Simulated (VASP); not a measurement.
Write the native input for VASP 6.6.1 that does the following.

| Item | Value |
| --- | --- |
| Task | relaxation of cell and atoms |
| Functional | PBE |
| Potentials or basis | VASP PAW PBE potentials, release 64 (Si, C) |
| Cutoff | 600 eV |
| k mesh | 18 × 18 × 2 |
| Occupations | gaussian, width 0.1 eV |
| Spin | no spin polarisation |
| Dipole correction | no |
| Further INCAR settings | ALGO = Normal; EDIFF = 1e-06; IBRION = 2; EDIFFG = -0.01; NSW = 100; ISIF = 3 |

The structure of Si4C lies in POSCAR:

```
Si4C
1.0
    2.8569549245      0.0000000000      0.0000000000
   -1.4284774622      2.4741955421      0.0000000000
    0.0000000000      0.0000000000     17.9189834971
Si C
8 2
Direct
    0.3333333333      0.6666666667      0.8175775479
    0.3333333333      0.6666666667      0.0575963734
    0.3333333333      0.6666666667      0.4424036266
    0.3333333333      0.6666666667      0.6824224521
    0.6666666667      0.3333333333      0.9424036266
    0.6666666667      0.3333333333      0.1824224521
    0.6666666667      0.3333333333      0.3175775479
    0.6666666667      0.3333333333      0.5575963734
    0.3333333333      0.6666666667      0.2500000000
    0.6666666667      0.3333333333      0.7500000000
```

The input as run:

INCAR

```
SYSTEM = Si4C
  PREC = Accurate
  ENCUT = 600
  EDIFF = 1E-6
  ISMEAR = 0
  SIGMA = 0.1
  LREAL = .False.
  LASPH = .True.
  NELM = 60
  ALGO = Normal
  ISIF = 3
  LWAVE = .False.
  LCHARG = .False.
  GGA = PE
  IBRION = 2
  NSW = 100
  EDIFFG = -0.01
```

KPOINTS

```
Automatic mesh
0
Gamma
  18 18 2
  0 0 0
```

Potentials or basis: VASP PAW PBE potentials, release 64 (Si, C).

Command:

```console
$ cat potpaw_PBE.64/Si/POTCAR potpaw_PBE.64/C/POTCAR > POTCAR
$ mpirun -np 1 vasp_std > vasp.out
```

Results of the run:

```json
{
  "Relaxed volume": "12.65 Å³/atom",
  "Relaxed cell": "a = 2.850 Å, b = 2.850 Å, c = 17.976 Å, α = 90.00°, β = 90.00°, γ = 120.00°",
  "Space group after relaxing (to 0.05 Å)": "P6_3/mmc (No. 194)",
  "Energy gained by relaxing": "0.3 meV/atom",
  "Ionic steps": "5",
  "Pressure after relaxing": "0.1 GPa",
  "Largest force after relaxing": "0.005 eV/Å"
}
```

It took 16 min on 1 thread of Intel(R) Xeon(R) Platinum 8488C (Sapphire Rapids) (shared host), peak memory 0.43 GiB.
